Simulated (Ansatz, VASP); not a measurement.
# One calculation of ZnSe, two programs

```
Zn Se
1.0
     0.00000    2.83380    2.91881
     2.83380    0.00000    2.91881
     2.83380    2.83380    0.00000
Zn Se
1 1
Direct
  0.00000 0.00000 0.00000
  0.75000 0.75000 0.75000
```

Change from the starting cell: zz strain of +3 %.

Alike in both runs: task single point; functional LDA; k mesh 8 × 8 × 8; occupations fermi-dirac, width 0.03 eV; no spin polarisation.

|  | VASP | Ansatz |
| --- | --- | --- |
| version | VASP 6.6.1 | Ansatz 0.2.0 |
| potentials or method | VASP PAW LDA potentials, release 64 (Zn, Se), cutoff 520 eV | all-electron LAPW, scalar-relativistic |

VASP gave:

```
pressure (GPa)                                                : -4.7
traceless stress, the component that is largest in VASP (GPa) : -0.82
```

Which values does Ansatz return?

Pressure (GPa): -4.9; traceless stress, the component that is largest in VASP (GPa): -0.83.

LDA's correlation is that of Perdew and Zunger in VASP and of Perdew and Wang (1992) in Ansatz. Ansatz ran all-electron here, and VASP with PAW potentials.
